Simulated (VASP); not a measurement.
Here is a VASP 6.6.1 calculation.

Contents of INCAR:

```
PREC = Accurate ; ENCUT = 520
EDIFF = 1E-6 ; ISMEAR = 0
SIGMA = 0.1 ; LREAL = F
LASPH = T ; NELM = 60
ALGO = Fast ; ISIF = 2
LWAVE = F ; LCHARG = T
GGA = PS ; LELF = T
LVHAR = T ; NBANDS = 80
```

Contents of KPOINTS:

```
Automatic mesh
0
Gamma
  8 10 6
```

The input POSCAR:

```
Ni2Ge
1.0
    5.0486985825      0.0000000000      0.0000000000
    0.0000000000      3.7881181000      0.0000000000
    0.0000000000      0.0000000000      7.1808738719
Ni Ge
8 4
Direct
    0.1725304127      0.7500000000      0.4396650875
    0.8274695873      0.2500000000      0.5603349125
    0.6725304127      0.7500000000      0.0603349125
    0.3274695873      0.2500000000      0.9396650875
    0.5445665940      0.7500000000      0.7097827850
    0.4554334060      0.2500000000      0.2902172150
    0.0445665940      0.7500000000      0.7902172150
    0.9554334060      0.2500000000      0.2097827850
    0.2091041108      0.7500000000      0.1126476264
    0.7908958892      0.2500000000      0.8873523736
    0.7091041108      0.7500000000      0.3873523736
    0.2908958892      0.2500000000      0.6126476264
```

Potentials or basis: VASP PAW PBE potentials, release 64 (Ni, Ge_d).

Launch:

```console
$ cat potpaw_PBE.64/Ni/POTCAR potpaw_PBE.64/Ge_d/POTCAR > POTCAR
$ mpirun -np 1 vasp_std > vasp.out
```

Question: What does it give for the largest force?

Answer: 0.008 eV/Å.

Question: Predict the band gap on the k mesh.

Answer: Zero (bands 68 and 69 overlap by 1.60 eV).

Question: Estimate the pressure.

Answer: 0.0 GPa.

Forces on the atoms (eV/Å):
```
Ni   0.005  0.000 -0.001
Ni  -0.005  0.000  0.001
Ni   0.005  0.000  0.001
Ni  -0.005  0.000 -0.001
Ni   0.006  0.000  0.006
Ni  -0.006  0.000 -0.006
Ni   0.006  0.000 -0.006
Ni  -0.006  0.000  0.006
Ge   0.003  0.000  0.001
Ge  -0.003  0.000 -0.001
Ge   0.003  0.000 -0.001
Ge  -0.003  0.000  0.001
```

Caveat: the PAW data sets were made with another functional, which shifts forces and pressure a little. Spin polarisation is off, so any magnetic state and its effect on volume and gap are missing.
